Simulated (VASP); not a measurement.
Runs of VASP 6.6.1 on Mo. The structure is that of space group Im-3m (No. 229), or close to it. The cells are those of the table. 

```csv
task,level,potentials or basis,spin,cell,k mesh,cutoff (eV),smearing,gap on the mesh (eV),pressure (GPa),moment (μB),relaxed volume (Å³/atom)
relaxation of cell and atoms,PBEsol,"VASP PAW PBE potentials, release 64 (Mo_sv)",off,"relaxed to 10 GPa from a = 2.743 Å, angles 109.5°, 1 atom",12 × 12 × 12,600,fermi-dirac 0.05 eV,none,10.0,-,-
single point,PBE,"VASP PAW PBE potentials, release 64 (Mo_sv)","non-collinear, typed start, SOC","a = 2.743 Å, angles 109.5°, 1 atom",9 × 9 × 9,520,tetrahedron,-,(a),0.00,-
single point,PBE+D3(BJ),"VASP PAW PBE potentials, release 64 (Mo_sv)",off,"a = 2.711 Å, angles 109.5°, 1 atom",12 × 12 × 12,520,fermi-dirac 0.05 eV,none,0.6,-,-
single point,revPBE+D4,"VASP PAW PBE potentials, release 64 (Mo_sv)",off,"a = 2.712 Å, angles 109.5°, 1 atom",12 × 12 × 12,520,fermi-dirac 0.05 eV,none,0.6,-,-
single point,PBE+D4,"VASP PAW PBE potentials, release 64 (Mo_sv)",off,"a = 2.717 Å, angles 109.5°, 1 atom",12 × 12 × 12,520,fermi-dirac 0.05 eV,none,0.6,-,-
single point,PBE,"VASP PAW PBE potentials, release 64 (Mo_sv)",off,"a = 2.743 Å, angles 109.5°, 1 atom",12 × 12 × 12,500,gaussian 0.019 eV,none,-1.4,-,-
single point,PBE,"VASP PAW PBE potentials, release 64 (Mo_sv)",off,"a = 2.743 Å, angles 109.5°, 1 atom",12 × 12 × 12,520,gaussian 0.022 eV,none,-1.4,-,-
single point,LDA,"VASP PAW LDA potentials, release 64 (Mo_sv)",off,"a = 2.706 Å, angles 109.5°, 1 atom",12 × 12 × 12,520,fermi-dirac 0.05 eV,none,-2.6,-,-
relaxation of cell and atoms,PBE+D4,"VASP PAW PBE potentials, release 64 (Mo_sv)",off,"relaxed from a = 2.743 Å, angles 109.5°, 1 atom",12 × 12 × 12,600,fermi-dirac 0.05 eV,none,0.0,-,15.46
relaxation of cell and atoms,PBEsol+D3(BJ),"VASP PAW PBE potentials, release 64 (Mo_sv)",off,"relaxed from a = 2.743 Å, angles 109.5°, 1 atom",12 × 12 × 12,600,fermi-dirac 0.05 eV,none,0.1,-,14.94
single point,PBE,"VASP PAW PBE potentials, release 64 (Mo_sv)","non-collinear, zero start, SOC","a = 2.743 Å, angles 109.5°, 1 atom",9 × 9 × 9,520,fermi-dirac 0.05 eV,-,-1.4,0.00,-
single point,PBE,"VASP PAW PBE potentials, release 64 (Mo_sv)",off,"a = 2.743 Å, angles 109.5°, 1 atom",12 × 12 × 12,520,gaussian 0.019 eV,none,-1.4,-,-
```

Problem. Fill in the values left out.

Solution. (a) -0.3.

Caveats: pairwise dispersion overbinds metals, which lowers pressure and volume (some runs); the PAW data sets were made with another functional, which shifts forces and pressure a little (some runs); the cell is relaxed towards a set pressure, so the enthalpy falls and the energy may rise (some runs).

A k mesh can miss the band edges, and rows without SOC leave out spin-orbit coupling on Mo.

A gap of «none» marks levels without a gap at the run's occupations.
